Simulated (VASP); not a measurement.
# CuO (Cccm) in VASP: a series of runs, part 2 of 2

VASP 6.6.1. The steps go on from the part before.

## (3) Single point, PBEsol

This run uses another cell than the first one, of 10.04 Å³/atom.

Input file INCAR:

```
ALGO = Normal
EDIFF = 1E-6
ENCUT = 520
GGA = PS
ISIF = 2
ISMEAR = -1
LASPH = True
LCHARG = False
LREAL = False
LWAVE = False
NBANDS = 25
NELM = 80
PREC = Accurate
SIGMA = 0.05
```

Input file KPOINTS:

```
k-points
0
Gamma
  9 9 5
```

Input file POSCAR:

```
CuO
1.0
    1.8997755764     -2.0760104765      0.0000000000
    1.8997755764      2.0760104765      0.0000000000
    0.0000000000      0.0000000000      5.0892506870
Cu O
2 2
Direct
    0.5000000000      0.0000000000      0.0000000000
    0.0000000000      0.5000000000      0.5000000000
    0.5000000000      0.5000000000      0.2500000000
    0.5000000000      0.5000000000      0.7500000000
```

Potentials or basis: VASP PAW PBE potentials, release 64 (Cu, O).

Command:

```console
> cat potpaw_PBE.64/Cu/POTCAR potpaw_PBE.64/O/POTCAR > POTCAR
> mpirun -np 1 vasp_std > vasp.out
```

OUTCAR:

```text
EDIFF = 1E-6
   ENCUT = 520
   GGA = PS
   ISIF = 2
   ISMEAR = -1
   LASPH = True
   LREAL = False
   NELM = 80
   PREC = Accurate

 ion  position               nearest neighbor table
   1  0.500  0.000  0.000-   3 1.90   4 1.90   3 1.90   4 1.90
   2  0.000  0.500  0.500-   3 1.90   4 1.90   3 1.90   4 1.90
   3  0.500  0.500  0.250-   1 1.90   2 1.90   1 1.90   2 1.90
   4  0.500  0.500  0.750-   1 1.90   2 1.90   1 1.90   2 1.90

  LATTYP: Found a base centered orthorhombic cell.
[... 866 lines left out ...]
     24      17.9756      0.00000
     25      18.0227      0.00000

 [... further k-points ...]
[... 5 lines left out ...]
  --------------------------------------------------------------------------------------
  -------------------------------------------------------------------------------------
  Total        2.6478691      2.7084553      2.8217401      0.0000000      0.0000000      0.0000000
  in kB      105.6796618    108.0977299    112.6190628      0.0000000      0.0000000      0.0000000
  external PRESSURE =     108.7988182 kB  Pullay stress =       0.0000000 kB

 VOLUME and BASIS-vectors are now :
 -----------------------------------------------------------------------------
  energy-cutoff  :      520.00
  volume of cell :       40.14
      direct lattice vectors                 reciprocal lattice vectors
     1.899775576 -2.076010477  0.000000000     0.263188982 -0.240846569  0.000000000
     1.899775576  2.076010477  0.000000000     0.263188982  0.240846569  0.000000000
     0.000000000  0.000000000  5.089250687     0.000000000  0.000000000  0.196492580

 POSITION                                       TOTAL-FORCE (eV/Angst)
 -----------------------------------------------------------------------------------
      0.94989     -1.03801      0.00000         0.000000      0.000000      0.000000
      0.94989      1.03801      2.54463        -0.000000      0.000000      0.000000
      1.89978      0.00000      1.27231        -0.000000      0.000000     -0.000000
      1.89978      0.00000      3.81694        -0.000000     -0.000000      0.000000
 -----------------------------------------------------------------------------------
    total drift:                                0.000000     -0.000000     -0.000000

  FREE ENERGIE OF THE ION-ELECTRON SYSTEM (eV)
  ---------------------------------------------------
  free  energy   TOTEN  =       -21.3931010093 eV

  energy  without entropy=      -21.3739315482  energy(sigma->0) =      -21.38351628
```

OSZICAR:

```text
N       E                     dE             d eps       ncg     rms          rms(c)
DAV:   1     0.296326393366E+03    0.29633E+03   -0.16474E+04  3958   0.217E+03
DAV:   2     0.906942999342E+01   -0.28726E+03   -0.26547E+03  3813   0.398E+02
DAV:   3    -0.263715797721E+02   -0.35441E+02   -0.33637E+02  4644   0.156E+02
DAV:   4    -0.275206217952E+02   -0.11490E+01   -0.11443E+01  4736   0.300E+01
DAV:   5    -0.275415379301E+02   -0.20916E-01   -0.20908E-01  4890   0.364E+00    0.178E+01
DAV:   6    -0.248537686474E+02    0.26878E+01   -0.37118E+01  5363   0.160E+02    0.129E+01
DAV:   7    -0.213506815401E+02    0.35031E+01   -0.99387E+00  4571   0.118E+02    0.253E+00
DAV:   8    -0.214385254131E+02   -0.87844E-01   -0.14135E+00  3965   0.802E+00    0.167E+00
DAV:   9    -0.213982471068E+02    0.40278E-01   -0.49573E-02  5948   0.641E+00    0.500E-01
DAV:  10    -0.213944639498E+02    0.37832E-02   -0.12827E-02  5410   0.151E+00    0.367E-01
DAV:  11    -0.213930599713E+02    0.14040E-02   -0.66103E-03  5752   0.822E-01    0.552E-02
DAV:  12    -0.213930785151E+02   -0.18544E-04   -0.35206E-04  5308   0.213E-01    0.409E-02
DAV:  13    -0.213931029533E+02   -0.24438E-04   -0.22146E-05  4743   0.580E-02    0.109E-02
DAV:  14    -0.213931014406E+02    0.15128E-05   -0.21750E-06  3790   0.501E-02    0.686E-03
DAV:  15    -0.213931010093E+02    0.43131E-06   -0.28644E-06  3705   0.164E-02
   1 F= -.21393101E+02 E0= -.21383516E+02  d E =-.191695E-01
```

stdout:

```text
POSCAR found type information on POSCAR CuO
 POSCAR found :  2 types and       4 ions
 scaLAPACK will be used
 -----------------------------------------------------------------------------
|                                                                             |
|                                                                             |
|     You enforced a specific xc type in the INCAR file but a different       |
|     I HOPE YOU KNOW WHAT YOU ARE DOING!                                     |
|                                                                             |
 -----------------------------------------------------------------------------

 LDA part: xc-table for (Slater+PW92), standard interpolation
 POSCAR, INCAR and KPOINTS ok, starting setup
 FFT: planning ... GRIDC
 FFT: planning ... GRID_SOFT
 FFT: planning ... GRID
 WAVECAR not read
 entering main loop
```

Run time: 2 min. Hardware: 1 thread of Intel Xeon 8259CL, shared host; peak memory 0.2 GiB.

Results:

```
Free energy            : -21.3931 eV
Pressure               : 10.9 GPa
Band gap on the k mesh : zero (bands 17 and 18 overlap by 0.91 eV)
```

Stress tensor (GPa, compression positive):
```
10.57  0.00  0.00
 0.00 10.81  0.00
 0.00  0.00 11.26
```

Levels at points of the mesh, in eV from the Fermi level:
```csv
k point,band 14,band 15,band 16,band 17,band 18,band 19,band 20,band 21
"(0.00, 0.00, 0.00)",-2.63,-2.56,-2.19,0.60,0.84,1.66,6.20,7.63
```

Caveat: the cell stands under pressure; the PAW data sets were made with another functional, which shifts forces and pressure a little; semilocal functionals often make such compounds metallic where correlation or magnetic order opens a gap, which also shifts bond lengths. With open d or f shells a metallic result of PBEsol can be an artefact of self-interaction; +U or a hybrid may open a gap.
